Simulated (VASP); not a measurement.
# TiSi (Cmmm) in VASP: single point with r2SCAN

Aim: the single point of TiSi with r2SCAN.

Everything below comes from runs of VASP 6.6.1. Logs are shortened: lines on timing, memory, paths and dates and some standing lists are left out, and cuts for length are marked.

## 1. The cell of the first run

Symmetry: Cmmm, No. 65, orthorhombic system. The conventional cell has a = 3.518 Å, b = 4.043 Å, c = 3.902 Å, α = 90.00°, β = 90.00°, γ = 90.00°. Within 3.5 Å of Ti (site symmetry mmm) lie 8 Si at 2.63 to 2.81 Å and 4 Ti at 2.68 Å. Si (site symmetry mmm) has 8 Ti at 2.63 to 2.81 Å and 4 Si at 2.68 Å within 3.5 Å.

## 2. Single point, r2SCAN (biaxial strain in the a-b plane: -3.0 %, then relaxed in part)

Contents of POSCAR:

```
TiSi
1.0
    3.5177027553      0.0000000000      0.0000000000
    0.0000000000      4.0428174627      0.0000000000
    0.0000000000      0.0000000000      3.9018012268
Ti Si
2 2
Direct
    0.0000000000      0.5000000000      0.0000000000
    0.5000000000      0.0000000000      0.0000000000
    0.0000000000      0.0000000000      0.5000000000
    0.5000000000      0.5000000000      0.5000000000
```

Contents of INCAR.step1:

```
  ALGO = Normal
  EDIFF = 1E-4
  ENCUT = 520
  GGA = PE
  ISMEAR = 0
  LASPH = T
  LCHARG = F
  LREAL = F
  LWAVE = T
  NBANDS = 24
  NELM = 100
  PREC = Accurate
  SIGMA = 0.1
```

Contents of INCAR.step2:

```
  ALGO = Normal
  EDIFF = 1E-6
  ENCUT = 520
  ISIF = 2
  ISMEAR = 0
  ISTART = 1
  LASPH = T
  LCHARG = T
  LELF = T
  LMIXTAU = T
  LREAL = F
  LVHAR = T
  LWAVE = F
  METAGGA = R2SCAN
  NBANDS = 24
  NELM = 100
  PREC = Accurate
  SIGMA = 0.1
```

Contents of KPOINTS:

```
k-points
0
Gamma
  14 12 14
```

Potentials or basis: VASP PAW PBE potentials, release 64 (Ti_sv, Si).

Command:

```console
cat potpaw_PBE.64/Ti_sv/POTCAR potpaw_PBE.64/Si/POTCAR > POTCAR
cp INCAR.step1 INCAR
mpirun -np 1 vasp_std > vasp.out
cp INCAR.step2 INCAR
mpirun -np 1 vasp_std > vasp.out
```

OUTCAR:

```text
EDIFF = 1E-6
   ENCUT = 520
   ISIF = 2
   ISMEAR = 0
   ISTART = 1
   LASPH = T
   LREAL = F
   METAGGA = R2SCAN
   NELM = 100
   PREC = Accurate

 ion  position               nearest neighbor table
   1  0.000  0.500  0.000-   4 2.63   4 2.63   4 2.63   4 2.63   2 2.68   2 2.68   2 2.68   2 2.68
                             3 2.81   3 2.81   3 2.81   3 2.81
   2  0.500  0.000  0.000-   3 2.63   3 2.63   3 2.63   3 2.63   1 2.68   1 2.68   1 2.68   1 2.68
                             4 2.81   4 2.81   4 2.81   4 2.81
   3  0.000  0.000  0.500-   2 2.63   2 2.63   2 2.63   2 2.63   4 2.68   4 2.68   4 2.68   4 2.68
                             1 2.81   1 2.81   1 2.81   1 2.81
   4  0.500  0.500  0.500-   1 2.63   1 2.63   1 2.63   1 2.63   3 2.68   3 2.68   3 2.68   3 2.68
                             2 2.81   2 2.81   2 2.81   2 2.81

  LATTYP: Found a simple orthorhombic cell.
 ALAT       =     3.5177027553
 B/A-ratio  =     1.1091901443
 C/A-ratio  =     1.1492777372

  Lattice vectors:

 A1 = (  -3.5177027553,   0.0000000000,   0.0000000000)
 A2 = (   0.0000000000,   0.0000000000,   3.9018012268)
 A3 = (   0.0000000000,   4.0428174627,   0.0000000000)

Analysis of symmetry for initial positions (statically):
=====================================================================
 Subroutine PRICEL returns following result:

  LATTYP: Found a base centered orthorhombic cell.
 ALAT       =     3.5177027553
 B/A-ratio  =     1.1492777372
 C/A-ratio  =     1.1091901443

  Lattice vectors:

 A1 = (   1.7588513777,  -2.0214087314,   0.0000000000)
 A2 = (   1.7588513777,   2.0214087314,   0.0000000000)
 A3 = (   0.0000000000,   0.0000000000,   3.9018012268)

   2 primitive cells build up your supercell.

 Routine SETGRP: Setting up the symmetry group for a
 simple orthorhombic supercell.

 Subroutine GETGRP returns: Found  8 space group operations
 (whereof  8 operations were pure point group operations)
 out of a pool of  8 trial point group operations.

The static configuration has the point symmetry D_2h.

Analysis of symmetry for dynamics (positions and initial velocities):
=====================================================================
 Subroutine PRICEL returns following result:

  LATTYP: Found a base centered orthorhombic cell.
 ALAT       =     3.5177027553
 B/A-ratio  =     1.1492777372
 C/A-ratio  =     1.1091901443

  Lattice vectors:

 A1 = (   1.7588513777,  -2.0214087314,   0.0000000000)
 A2 = (   1.7588513777,   2.0214087314,   0.0000000000)
 A3 = (   0.0000000000,   0.0000000000,   3.9018012268)

   2 primitive cells build up your supercell.

 Routine SETGRP: Setting up the symmetry group for a
 simple orthorhombic supercell.

 Subroutine GETGRP returns: Found  8 space group operations
 (whereof  8 operations were pure point group operations)
 out of a pool of  8 trial point group operations.

The dynamic configuration has the point symmetry D_2h.

 Subroutine INISYM returns: Found  8 space group operations
 (whereof  8 operations are pure point group operations),
 and found     2 'primitive' translations

----------------------------------------------------------------------------------------

                                     Primitive cell

  volume of cell :      27.7446

  direct lattice vectors                    reciprocal lattice vectors
     1.758851378 -2.021408731  0.000000000     0.284276435 -0.247352251  0.000000000
     1.758851378  2.021408731  0.000000000     0.284276435  0.247352251  0.000000000
     0.000000000  0.000000000  3.901801227     0.000000000  0.000000000  0.256291887

  length of vectors
     2.679487158  2.679487158  3.901801227     0.376823868  0.376823868  0.256291887

  position of ions in fractional coordinates (direct lattice)
     0.500000000  0.500000000  0.000000000
     0.000000000  0.000000000  0.500000000

  ion indices of the primitive-cell ions
   primitive index   ion index
                 1           1
                 2           3

----------------------------------------------------------------------------------------

 KPOINTS: k-points

Automatic generation of k-mesh.
 Grid dimensions read from file:
 generate k-points for:   14   12   14

 Generating k-lattice:

  Cartesian coordinates                     Fractional coordinates (reciprocal lattice)
     0.020305460  0.000000000  0.000000000     0.071428571  0.000000000  0.000000000
     0.000000000  0.020612688  0.000000000     0.000000000  0.083333333  0.000000000
     0.000000000  0.000000000  0.018306563     0.000000000  0.000000000  0.071428571

  Length of vectors
     0.020305460  0.020612688  0.018306563

  Shift w.r.t. Gamma in fractional coordinates (k-lattice)
     0.000000000  0.000000000  0.000000000

 Subroutine IBZKPT returns following result:
 ===========================================

 Found    448 irreducible k-points:

 Following reciprocal coordinates:
            Coordinates               Weight
  0.000000  0.000000  0.000000      1.000000
  0.071429  0.000000  0.000000      2.000000
  0.142857  0.000000  0.000000      2.000000
  0.214286  0.000000  0.000000      2.000000
  0.285714  0.000000  0.000000      2.000000
  0.357143  0.000000  0.000000      2.000000
[... 16 lines left out ...]
  0.428571  0.166667  0.000000      4.000000
  0.500000  0.166667  0.000000      2.000000
 [... further k-points ...]
   k-points           NKPTS =    448   k-points in BZ     NKDIM =    448   number of bands    NBANDS=     24
   number of dos      NEDOS =    301   number of ions     NIONS =      4
   total plane-waves  NPLWV =  25200
   dimension x,y,z NGX =    28 NGY =   30 NGZ =   30
   dimension x,y,z NGXF=    56 NGYF=   60 NGZF=   60
   ions per type =               2   2
   NGX,Y,Z   is equivalent  to a cutoff of  13.23, 12.34, 12.78 a.u.
   NGXF,Y,Z  is equivalent  to a cutoff of  26.47, 24.67, 25.56 a.u.
 SYSTEM =  unknown system
   PREC   = accura    normal or accurate (medium, high low for compatibility)
   ISTART =      1    job   : 0-new  1-cont  2-samecut
   ICHARG =      0    charge: 1-file 2-atom 10-const
   ISPIN  =      1    spin polarized calculation?
   LNONCOLLINEAR =      F non collinear calculations
   LSORBIT =      F    spin-orbit coupling
   LASPH  =      T    aspherical Exc in radial PAW
   ENCUT  =  520.0 eV  38.22 Ry    6.18 a.u.   6.54  7.52  7.25*2*pi/ulx,y,z
   NELM   =    100;   NELMIN=  2; NELMDL=  0     # of ELM steps
   EDIFF  = 0.1E-05   stopping-criterion for ELM
   LREAL  =      F    real-space projection
   EDIFFG = 0.1E-04   stopping-criterion for IOM
   NSW    =      0    number of steps for IOM
   IBRION =     -1    ionic relax: 0-MD 1-quasi-New 2-CG
   NFREE  =      0    steps in history (QN), initial steepest desc. (CG)
   ISIF   =      2    stress and relaxation
   ISYM   =      2    0-nonsym 1-usesym 2-fastsym
   POTIM  = 0.5000    time-step for ionic-motion
   TEBEG  =    0.0;   TEEND  =   0.0 temperature during run
   PSTRESS=    0.0 pullay stress
   NELECT =      32.0000    total number of electrons
   NUPDOWN=      -1.0000    fix difference up-down
   EMIN   =  10.00;   EMAX   =-10.00  energy-range for DOS
   EFERMI =   0.00;   METHOD = LEGACY
   ISMEAR =     0;   SIGMA  =   0.10  broadening in eV -4-tet -1-fermi 0-gaus
   EFERMI_NEDOS =   21; number of points for ismear=-14 and -15
   IALGO  =     38    algorithm
   IMIX   =      4    mixing-type and parameters
     AMIX     =   0.40;   BMIX     =  1.00
     AMIX_MAG =   1.60;   BMIX_MAG =  1.00
  volume/ion in A,a.u.               =      13.87        93.61
  Fermi-wavevector in a.u.,A,eV,Ry     =   1.362664  2.575061 25.264010  1.856852
  Thomas-Fermi vector in A             =   2.489134
   LORBIT       =      0    0 simple, 1 ext, 2 COOP (PROOUT), +10 PAW based schemes
   METAGGA = R2SCAN    functional components
   LHFCALC =     F    Hartree Fock is set to
   AEXX    =    0.0000 exact exchange contribution
   IVDW    =     0    specifies the selected vdW correction
   LEPSILON=     F    determine dielectric tensor
   LRPA    =     F    only Hartree local field effects (RPA)
 non-spin polarized calculation
 Gauss-broadening in eV      SIGMA  =   0.10
  energy-cutoff  :      520.00
  volume of cell :       55.49
 maximum number of plane-waves:      1516
 NGX is ok and might be reduce to    28
   NGX = 13   NGY = 15   NGZ = 15

 number of electron      32.0000000 magnetization

 Free energy of the ion-electron system (eV)
  ---------------------------------------------------
  ext. energy  EPLUGINS =         0.00000000
  ---------------------------------------------------
  free energy    TOTEN  =       -45.48701376 eV

  energy without entropy =      -45.47634153  energy(sigma->0) =      -45.48167765

 E-fermi :  10.9309     XC(G=0): -12.8548

 val. band max:       10.9304301197   @ k =   0.1429   0.5000   0.2857
 cond. band min:      10.9349874746   @ k =   0.4286   0.0833   0.3571
 fundamental gap:      0.0045573549
 Fermi energy:        10.9309038154

 k-point     1 :       0.0000    0.0000    0.0000
  band No.  band energies     occupation
      1     -48.0492      2.00000
      2     -47.8276      2.00000
      3     -23.5621      2.00000
      4     -23.4573      2.00000
      5     -23.4388      2.00000
      6     -23.2503      2.00000
[... 16 lines left out ...]
     23      14.6492      0.00000
     24      15.7701      0.00000

 k-point     2 :       0.0714    0.0000    0.0000
  band No.  band energies     occupation
      1     -48.0462      2.00000
      2     -47.8302      2.00000
      3     -23.5522      2.00000
      4     -23.4544      2.00000
      5     -23.4355      2.00000
      6     -23.2526      2.00000
[... 16 lines left out ...]
     23      14.6281      0.00000
     24      15.6205      0.00000

 k-point     3 :       0.1429    0.0000    0.0000
  band No.  band energies     occupation
      1     -48.0375      2.00000
      2     -47.8379      2.00000
      3     -23.5229      2.00000
      4     -23.4457      2.00000
      5     -23.4250      2.00000
      6     -23.2592      2.00000
[... 16 lines left out ...]
     23      15.0288      0.00000
     24      15.2422      0.00000
[... 514 lines left out ...]
 k-point    23 :       0.4286    0.1667    0.0000
  band No.  band energies     occupation
      1     -47.9560      2.00000
      2     -47.9132      2.00000
      3     -23.4757      2.00000
      4     -23.3664      2.00000
      5     -23.3495      2.00000
      6     -23.3264      2.00000
[... 16 lines left out ...]
     23      15.5618      0.00000
     24      15.7845      0.00000

 k-point    24 :       0.5000    0.1667    0.0000
  band No.  band energies     occupation
      1     -47.9344      2.00000
      2     -47.9344      2.00000
      3     -23.4198      2.00000
      4     -23.4198      2.00000
      5     -23.3460      2.00000
      6     -23.3460      2.00000
[... 16 lines left out ...]
     23      15.5760      0.00000
     24      15.5760      0.00000

 [... further k-points ...]
[... 5 lines left out ...]
  --------------------------------------------------------------------------------------
  -------------------------------------------------------------------------------------
  Total        2.9665318      2.2672081      0.1551530      0.0000000      0.0000000      0.0000000
  in kB       85.6546946     65.4626447      4.4798383      0.0000000      0.0000000      0.0000000
  external PRESSURE =      51.8657259 kB  Pullay stress =       0.0000000 kB

 VOLUME and BASIS-vectors are now :
 -----------------------------------------------------------------------------
  energy-cutoff  :      520.00
  volume of cell :       55.49
      direct lattice vectors                 reciprocal lattice vectors
     3.517702755  0.000000000  0.000000000     0.284276435  0.000000000  0.000000000
     0.000000000  4.042817463  0.000000000     0.000000000  0.247352251  0.000000000
     0.000000000  0.000000000  3.901801227     0.000000000  0.000000000  0.256291887

 POSITION                                       TOTAL-FORCE (eV/Angst)
 -----------------------------------------------------------------------------------
      0.00000      2.02141      0.00000         0.000000      0.000000      0.000000
      1.75885      0.00000      0.00000         0.000000      0.000000      0.000000
      0.00000      0.00000      1.95090        -0.000000      0.000000      0.000000
      1.75885      2.02141      1.95090        -0.000000     -0.000000     -0.000000
 -----------------------------------------------------------------------------------
    total drift:                                0.000000      0.000000     -0.000000

  FREE ENERGIE OF THE ION-ELECTRON SYSTEM (eV)
  ---------------------------------------------------
  free  energy   TOTEN  =       -45.4870137637 eV

  energy  without entropy=      -45.4763415326  energy(sigma->0) =      -45.48167765
```

It took 34 min on 1 thread of Intel Xeon Platinum 8375C at 2.90GHz (Ice Lake), shared host; peak memory 0.57 GiB.

What came out:

```yaml
Free_energy: -45.4870 eV
Pressure: 5.2 GPa
Band_gap_on_the_k_mesh: zero (band 16 reaches 11.73 eV, above the bottom of band 17 at 9.76 eV)
```

Stress tensor (GPa, compression positive):
```
8.57 0.00 0.00
0.00 6.55 0.00
0.00 0.00 0.45
```

Levels at points of the mesh, in eV from the Fermi level:
```tsv
k point	band 12	band 13	band 14	band 15	band 16	band 17	band 18	band 19	band 20	band 21
(0.00, 0.00, 0.00)	-2.93	-2.71	-1.76	-1.45	-1.36	-1.17	-0.47	2.10	2.81	3.20
(0.50, 0.00, 0.00)	-2.88	-2.39	-2.39	-2.31	-2.31	0.65	0.65	2.42	2.42	2.50
(0.00, 0.50, 0.00)	-2.54	-1.97	-1.97	-0.79	-0.79	0.69	0.69	0.99	0.99	2.82
(0.50, 0.50, 0.00)	-7.16	-3.56	-3.56	-1.00	-1.00	2.22	2.22	2.87	2.87	4.72
(0.00, 0.00, 0.50)	-4.17	-3.67	-2.71	-1.21	0.10	1.22	2.23	2.31	2.45	2.97
(0.50, 0.00, 0.50)	-4.38	-2.67	-2.67	-0.32	-0.32	-0.02	-0.02	1.17	1.17	2.60
(0.00, 0.50, 0.50)	-5.01	-1.83	-1.83	0.80	0.80	0.99	0.99	1.39	1.39	1.51
(0.50, 0.50, 0.50)	-5.77	-2.87	-2.87	-1.96	-1.96	1.21	1.21	2.33	2.33	2.47
```

Caveat: the cell differs from its parent crystal (biaxial strain in the a-b plane: -3.0 %, then relaxed in part); the PAW data sets were made with another functional, which shifts forces and pressure a little.
